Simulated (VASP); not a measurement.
# K3NaS2 (P-6m2) in VASP: dielectric tensor with LDA

Aim: the dielectric tensor of K3NaS2 with LDA.

Everything below comes from runs of VASP 6.6.1. Logs are shortened: lines on timing, memory, paths and dates and some standing lists are left out, and cuts for length are marked.

### Step 1. The cell of the first run

It takes space group P-6m2 (No. 187, hexagonal). Conventional cell: a = 5.095 Å, b = 5.095 Å, c = 7.373 Å, α = 90.00°, β = 90.00°, γ = 120.00°. K (site symmetry 3m) has 6 S at 3.46 to 3.48 Å and 3 Na at 3.46 Å and 5 K at 3.48 to 3.72 Å within 4.6 Å. Within 3.9 Å of K (site symmetry -6m2) lie 5 S at 2.94 to 3.69 Å and 6 K at 3.48 Å. Within 3.9 Å of Na (site symmetry -6m2) lie 5 S at 2.94 to 3.69 Å and 6 K at 3.46 Å. S (site symmetry -6m2) has 3 Na at 2.94 Å and 8 K at 3.46 to 3.69 Å within 3.9 Å. S (site symmetry -6m2) has 9 K at 2.94 to 3.48 Å and 2 Na at 3.69 Å within 3.9 Å.

### Step 2. Dielectric tensor, LDA

INCAR

```
ALGO = Normal ; EDIFF = 1E-8
ENCUT = 520 ; GGA = CA
ISIF = 2 ; ISMEAR = 0
LASPH = T ; LCHARG = F
LEPSILON = T ; LREAL = F
LWAVE = F ; NELM = 80
PREC = Accurate ; SIGMA = 0.01
```

KPOINTS

```
k-points
0
Gamma
  3 3 2
```

POSCAR

```
K3NaS2
1.0
    5.0945410000      0.0000000000      0.0000000000
   -2.5472705000      4.4120019266      0.0000000000
    0.0000000000      0.0000000000      7.3728880000
K Na S
3 1 2
Direct
    0.6666670000      0.3333330000      0.7477030000
    0.6666670000      0.3333330000      0.2522970000
    0.3333330000      0.6666670000      0.0000000000
    0.0000000000      0.0000000000      0.5000000000
    0.3333330000      0.6666670000      0.5000000000
    0.0000000000      0.0000000000      0.0000000000
```

Potentials or basis: VASP PAW LDA potentials, release 64 (K_sv, Na_pv, S).

Command:

```
cat potpaw_LDA.64/K_sv/POTCAR potpaw_LDA.64/Na_pv/POTCAR potpaw_LDA.64/S/POTCAR > POTCAR
mpirun -np 1 vasp_std > vasp.out
```

OUTCAR:

```text
EDIFF = 1E-8
   ENCUT = 520
   GGA = CA
   ISIF = 2
   ISMEAR = 0
   LASPH = T
   LEPSILON = T
   LREAL = F
   NELM = 80
   PREC = Accurate

 ion  position               nearest neighbor table
   1  0.667  0.333  0.748-   3 3.48   3 3.48   3 3.48   2 3.65   2 3.72
   2  0.667  0.333  0.252-   3 3.48   3 3.48   3 3.48   1 3.65   1 3.72
   3  0.333  0.667  0.000-   6 2.94   6 2.94   6 2.94   1 3.48   2 3.48   1 3.48   2 3.48   1 3.48
                             2 3.48
   4  0.000  0.000  0.500-
   5  0.333  0.667  0.500-
   6  0.000  0.000  0.000-   3 2.94   3 2.94   3 2.94

  LATTYP: Found a hexagonal cell.
 ALAT       =     5.0945410000
 C/A-ratio  =     1.4472133996

  Lattice vectors:

 A1 = (   5.0945410000,   0.0000000000,   0.0000000000)
 A2 = (  -2.5472705000,   4.4120019266,   0.0000000000)
 A3 = (   0.0000000000,   0.0000000000,   7.3728880000)

Analysis of symmetry for initial positions (statically):
=====================================================================
 Subroutine PRICEL returns:
 Original cell was already a primitive cell.

 Routine SETGRP: Setting up the symmetry group for a
 hexagonal supercell.

 Subroutine GETGRP returns: Found 12 space group operations
 (whereof 12 operations were pure point group operations)
 out of a pool of 24 trial point group operations.

The static configuration has the point symmetry D_3h.

Analysis of symmetry for dynamics (positions and initial velocities):
=====================================================================
 Subroutine PRICEL returns:
 Original cell was already a primitive cell.

 Routine SETGRP: Setting up the symmetry group for a
 hexagonal supercell.

 Subroutine GETGRP returns: Found 12 space group operations
 (whereof 12 operations were pure point group operations)
 out of a pool of 24 trial point group operations.

The dynamic configuration has the point symmetry D_3h.

 Subroutine INISYM returns: Found 12 space group operations
 (whereof 12 operations are pure point group operations),
 and found     1 'primitive' translations

----------------------------------------------------------------------------------------

                                     Primitive cell
[... 335 lines left out ...]
 -----------------------------------------------------------------------------------
    total drift:                               -0.000490      0.000283      0.000000

  FREE ENERGIE OF THE ION-ELECTRON SYSTEM (eV)
  ---------------------------------------------------
  free  energy   TOTEN  =       -20.5219724292 eV

  energy  without entropy=      -20.5219724292  energy(sigma->0) =      -20.52197243

 HEAD OF MICROSCOPIC STATIC DIELECTRIC TENSOR (INDEPENDENT PARTICLE, excluding Hartree and local field effects)
 ------------------------------------------------------
           4.687417     0.000000     0.000000
           0.000000     4.687417     0.000000
           0.000000    -0.000000     5.043413
 ------------------------------------------------------

 Free energy of the ion-electron system (eV)
  ---------------------------------------------------
  ---------------------------------------------------
  free energy    TOTEN  =        -1.59844384 eV

  energy without entropy =       -1.59844384

------------------------ aborting loop because EDIFF is reached ----------------------------------------

--------------------------------------- Ionic step        2  -------------------------------------------

------------------------ aborting loop because EDIFF is reached ----------------------------------------

--------------------------------------- Ionic step        3  -------------------------------------------

 Free energy of the ion-electron system (eV)
  ---------------------------------------------------
  ---------------------------------------------------
  free energy    TOTEN  =        -1.80570821 eV

  energy without entropy =       -1.80570821

------------------------ aborting loop because EDIFF is reached ----------------------------------------

 PIEZOELECTRIC TENSOR FIELD DIRECTION 3  (e Angst)
 -----------------------------------------------------------------------------
     0.00000  0.00000 -0.00000           (  0.00000  0.00000 -0.00000)
    -0.00000  0.00000  0.00000           (  0.00000  0.00000  0.00000)
    -0.00000  0.00000  0.00001           ( -0.00000  0.00000  0.00000)

 PIEZOELECTRIC TENSOR FIELD DIRECTION 3  (C/m^2)
 -----------------------------------------------------------------------------
     0.00000  0.00000 -0.00000
    -0.00000  0.00000  0.00000
    -0.00000  0.00000  0.00000

 MACROSCOPIC STATIC DIELECTRIC TENSOR (including local field effects in DFT)
 ------------------------------------------------------
           4.185176    -0.000000     0.000000
           0.000000     4.185176     0.000000
           0.000000     0.000000     4.610800
 ------------------------------------------------------

 PIEZOELECTRIC TENSOR (including local field effects)  for field in x, y, z        (e  Angst)
          XX          YY          ZZ          XY          YZ          ZX
  --------------------------------------------------------------------------------
  x     0.00000     0.00000     0.00000     0.00269     0.00000     0.00000
  y     0.00269    -0.00269    -0.00000     0.00000     0.00000     0.00000
  z     0.00000     0.00000     0.00000    -0.00000     0.00000     0.00000

 PIEZOELECTRIC TENSOR (including local field effects)  for field in x, y, z        (C/m^2)
          XX          YY          ZZ          XY          YZ          ZX
  --------------------------------------------------------------------------------
  x     0.00000     0.00000     0.00000     0.00026     0.00000     0.00000
  y     0.00026    -0.00026    -0.00000     0.00000     0.00000     0.00000
  z     0.00000     0.00000     0.00000    -0.00000     0.00000     0.00000

 BORN EFFECTIVE CHARGES (including local field effects) (in |e|, cummulative output)
 ---------------------------------------------------------------------------------
 ion    1
    1     1.21299     0.00000     0.00000
    2     0.00000     1.21299     0.00000
    3     0.00000    -0.00000     1.02757
 ion    2
    1     1.21299     0.00000     0.00000
    2     0.00000     1.21299     0.00000
    3     0.00000    -0.00000     1.02757
 ion    3
    1     0.93452     0.00000     0.00000
    2     0.00000     0.93452     0.00000
    3     0.00000     0.00000     1.08632
 ion    4
    1     1.12498     0.00000     0.00000
    2     0.00000     1.12498     0.00000
    3     0.00000     0.00000     1.20774
 ion    5
    1    -2.34503     0.00000     0.00000
    2     0.00000    -2.34503     0.00000
    3     0.00000     0.00000    -2.10730
 ion    6
    1    -2.14044     0.00000     0.00000
    2     0.00000    -2.14044     0.00000
    3    -0.00000    -0.00000    -2.24190
```

stdout:

```text
POSCAR found type information on POSCAR K NaS
 POSCAR found :  3 types and       6 ions
 scaLAPACK will be used
 LDA part: xc-table for (Slater(with rela. corr.)+CA(PZ))
 , standard interpolation
 POSCAR, INCAR and KPOINTS ok, starting setup
 FFT: planning ... GRIDC
 FFT: planning ... GRID_SOFT
 FFT: planning ... GRID
 WAVECAR not read
 entering main loop
 Linear response reoptimize wavefunctions to high precision
 Linear response G [H, r] |phi>, progress :
  Direction:   1
 Linear response G [H, r] |phi>, progress :
  Direction:   2
 Linear response G [H, r] |phi>, progress :
  Direction:   3
 Linear response to external field (no local field effect), progress :
  Direction:   1
 dielectric tensor                  component  1 :     4.398    -0.501     0.000
 Linear response to external field (no local field effect), progress :
  Direction:   2
 dielectric tensor                  component  2 :    -0.501     4.977     0.000
 Linear response to external field (no local field effect), progress :
  Direction:   3
 dielectric tensor                  component  3 :     0.000     0.000     5.043
 Linear response to external field, progress :
  Direction:   1
 dielectric tensor                  component  1 :     4.187    -0.000     0.000
 Linear response to external field, progress :
  Direction:   2
 dielectric tensor                  component  2 :    -0.319     4.183     0.000
 Linear response to external field, progress :
  Direction:   3
 dielectric tensor                  component  3 :     0.000     0.000     4.611
 Born effective charges drift removed
```

It took 20 min on 1 thread of Intel Xeon 8259CL, shared host; peak memory 0.33 GiB.

Results:

| Item | Value |
| --- | --- |
| Band gap on the k mesh | 1.68 eV |
| Electronic dielectric tensor (diagonal) | 4.19, 4.19, 4.61 |
| Born charges (mean of the diagonal) | K +1.15, +0.99 (each value once); Na +1.15; S -2.27, -2.17 e |

Electronic dielectric tensor:
```
4.19 0.00 0.00
0.00 4.19 0.00
0.00 0.00 4.61
```

Born effective charge tensors (e):
atom 1, K
```
1.21 0.00 0.00
0.00 1.21 0.00
0.00 0.00 1.03
```
atom 2, K
```
1.21 0.00 0.00
0.00 1.21 0.00
0.00 0.00 1.03
```
atom 3, K
```
0.93 0.00 0.00
0.00 0.93 0.00
0.00 0.00 1.09
```
atom 4, Na
```
1.12 0.00 0.00
0.00 1.12 0.00
0.00 0.00 1.21
```
atom 5, S
```
-2.35  0.00  0.00
 0.00 -2.35  0.00
 0.00  0.00 -2.11
```
atom 6, S
```
-2.14  0.00  0.00
 0.00 -2.14  0.00
 0.00  0.00 -2.24
```

Caveat: the k points lie up to 0.47 Å⁻¹ apart.
